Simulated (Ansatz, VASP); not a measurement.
**TiC: VASP beside Ansatz**

```
CELL_PARAMETERS angstrom
0.00000 2.19646 2.19646
2.19646 0.00000 2.19646
2.19646 2.19646 0.00000
ATOMIC_POSITIONS crystal
Ti 0.00000 0.00000 0.00000
C 0.50000 0.50000 0.50000
```

Change from the starting cell: strain +0.015 along x and y, +0.015 along z, atoms carried along.

Alike in both runs: task single point; functional PBE; k mesh 18 × 18 × 18; occupations gaussian, width 0.15 eV; no spin polarisation.

```csv
,VASP,Ansatz
version,VASP 6.6.1,Ansatz 0.2.0
potentials or method,"VASP PAW PBE potentials, release 64 (Ti_sv, C), cutoff 520 eV","scalar-relativistic, plane waves, PAW"
valence electrons in the cell,16,16
```

|  | VASP | Ansatz | Ansatz less VASP |
| --- | --- | --- | --- |
| gap on the k mesh at the Fermi level (eV) | none | none | - |
| pressure (GPa) | -9.2 | -9.5 | -0.25 |

A gap of «none» marks a metal or a gap that the smearing closes.
